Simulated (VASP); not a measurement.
Input of a VASP 6.6.1 run:

INCAR

```
SYSTEM = Al
PREC     = Accurate       ! precision mode
ENCUT    = 600            ! plane-wave cutoff, eV
EDIFF    = 1E-6           ! SCF threshold, eV
ISMEAR   = -1             ! smearing method
SIGMA    = 0.1            ! smearing width, eV
LREAL    = .FALSE.        ! projectors in reciprocal space
LASPH    = .TRUE.         ! aspherical terms in the spheres
NELM     = 60             ! most SCF steps
ALGO     = Normal         ! electronic algorithm
ISIF     = 3              ! what is computed and relaxed
LWAVE    = .FALSE.        ! write WAVECAR
LCHARG   = .FALSE.        ! write CHGCAR
GGA      = RP             ! functional
IBRION   = 2              ! ionic algorithm
NSW      = 80             ! ionic steps
EDIFFG   = -0.01          ! ionic threshold
```

Contents of KPOINTS:

```
Automatic mesh
0
G
  5 5 5
  0 0 0
```

File POSCAR:

```
Al
1.0
    5.1021510852      0.0000000000      0.0000000000
    0.0000000000      5.1021510852      0.0000000000
    0.0000000000      0.0000000000      5.1021510852
Al
8
Direct
    0.0000000000      0.0000000000      0.0000000000
    0.5000000000      0.5000000000      0.5000000000
    0.2500000000      0.0000000000      0.5000000000
    0.7500000000      0.0000000000      0.5000000000
    0.5000000000      0.2500000000      0.0000000000
    0.5000000000      0.7500000000      0.0000000000
    0.0000000000      0.5000000000      0.2500000000
    0.0000000000      0.5000000000      0.7500000000
```

Potentials or basis: VASP PAW PBE potentials, release 64 (Al).

Run with:

```sh
$ cat potpaw_PBE.64/Al/POTCAR > POTCAR
$ mpirun -np 1 vasp_std > vasp.out
```

(1) Estimate the space group after relaxing (to 0.05 Å).

(2) What does it give for the band gap on the k mesh?

(3) What does it give for the relaxed volume?

Results:

(1) Pm-3n (No. 223).

(2) zero (band 12 reaches 9.63 eV, above the bottom of band 13 at 7.11 eV).

(3) 17.21 Å³/atom.

Caveat: the PAW data sets were made with another functional, which shifts forces and pressure a little.
